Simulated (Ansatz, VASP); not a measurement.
**Two plane-wave programs on Sn**

The input INCAR:

```
SYSTEM = Sn
  ALGO = Normal
  EDIFF = 1E-6
  ENCUT = 520
  GGA = PE
  ISIF = 2
  ISMEAR = 0
  LASPH = .TRUE.
  LCHARG = .FALSE.
  LREAL = .FALSE.
  LWAVE = .FALSE.
  NBANDS = 21
  NELM = 80
  PREC = Accurate
  SIGMA = 0.2
```

Contents of KPOINTS:

```
k-points
0
G
  8 8 8
  0 0 0
```

File POSCAR:

```
Sn
1.0
    0.0000000000      3.3289000152      3.3289000152
    3.3289000152      0.0000000000      3.3289000152
    3.3289000152      3.3289000152      0.0000000000
Sn
2
Direct
    0.5000000000      0.5000000000      0.5000000000
    0.7500000000      0.7500000000      0.7500000000
```

Input for Ansatz:

```yaml
crystal:
  lattice:
    - [0.0, 3.3289000152, 3.3289000152]
    - [3.3289000152, 0.0, 3.3289000152]
    - [3.3289000152, 3.3289000152, 0.0]
  atoms:
    - { symbol: Sn, position: [0.5, 0.5, 0.5] }
    - { symbol: Sn, position: [0.75, 0.75, 0.75] }
hamiltonian:
  xc: pbe
  pseudopotentials:
    kind: paw
    azcp:
      Sn: "pseudopotentials/Sn.paw.azcp"
basis:
  ecutwfc: 420
  fft_grid_basis: typed
kpoints:
  mp_grid: { grid: [8, 8, 8], shift: [0, 0, 0] }
magnetization:
  spin_polarized: false
scf:
  occupations: { method: gaussian, width: 0.2 }
  lower_state_search: "off"
output:
  stress: true
```

Alike in both runs: task single point; functional PBE; k mesh 8 × 8 × 8; occupations gaussian, width 0.2 eV; no spin polarisation.

|  | VASP | Ansatz |
| --- | --- | --- |
| version | VASP 6.6.1 | Ansatz 0.2.0 |
| potentials or method | VASP PAW PBE potentials, release 64 (Sn_d), cutoff 520 eV | plane waves (420 eV) with PAW, scalar-relativistic |
| valence electrons in the cell | 28 | 28 |

```csv
,VASP,Ansatz,Ansatz less VASP
pressure (GPa),0.0,0.0,+0.04
```

With one functional, cell and mesh, what is left measures potentials, basis and numerics.
